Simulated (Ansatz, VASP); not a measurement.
GaAs: VASP beside Ansatz

INCAR

```
ALGO = Normal ; EDIFF = 1E-6
ENCUT = 520 ; GGA = PE
ISIF = 2 ; ISMEAR = -1
LASPH = T ; LCHARG = F
LREAL = F ; LWAVE = F
NBANDS = 16 ; NELM = 80
PREC = Accurate ; SIGMA = 0.04
```

KPOINTS

```
k-points
0
Gamma
  5 5 5
```

File POSCAR:

```
GaAs
1.0
    0.0000000000      2.8268500000      2.8268500000
    2.8268500000      0.0000000000      2.8268500000
    2.8268500000      2.8268500000      0.0000000000
As Ga
1 1
Direct
    0.7500000000      0.7500000000      0.7500000000
    0.0000000000      0.0000000000      0.0000000000
```

File input.yaml:

```yaml
crystal:
  lattice:
    - [0.0, 2.82685, 2.82685]
    - [2.82685, 0.0, 2.82685]
    - [2.82685, 2.82685, 0.0]
  atoms:
    - { symbol: As, position: [0.75, 0.75, 0.75] }
    - { symbol: Ga, position: [0.0, 0.0, 0.0] }
kpoints:
  mp_grid: { grid: [5, 5, 5] }
scf:
  occupations: { method: fermi_dirac, width: 0.04 }
hamiltonian:
  xc: pbe
  pseudopotentials: { kind: all_electron, lapw: { basis_error: 0.003 } }
output:
  forces: true
  stress: true
  eigenvalues: true
```

Alike in both runs: task single point; functional PBE; k mesh 5 × 5 × 5; occupations fermi-dirac, width 0.04 eV; no spin polarisation.

|  | VASP | Ansatz |
| --- | --- | --- |
| version | VASP 6.6.1 | Ansatz 0.2.0 |
| potentials or method | VASP PAW PBE potentials, release 64 (As, Ga_d), cutoff 520 eV | all-electron LAPW, scalar-relativistic |

Ansatz gave:

| Quantity | Value |
| --- | --- |
| gap on the k mesh at the Fermi level (eV) | 0.52 |
| least direct gap on the mesh (eV) | 0.52 |
| pressure (GPa) | 3.3 |

Q: Which values does VASP return?

A: gap on the k mesh at the Fermi level (eV): 0.52; least direct gap on the mesh (eV): 0.52; pressure (GPa): 3.5.

Ansatz ran all-electron here, and VASP with PAW potentials.
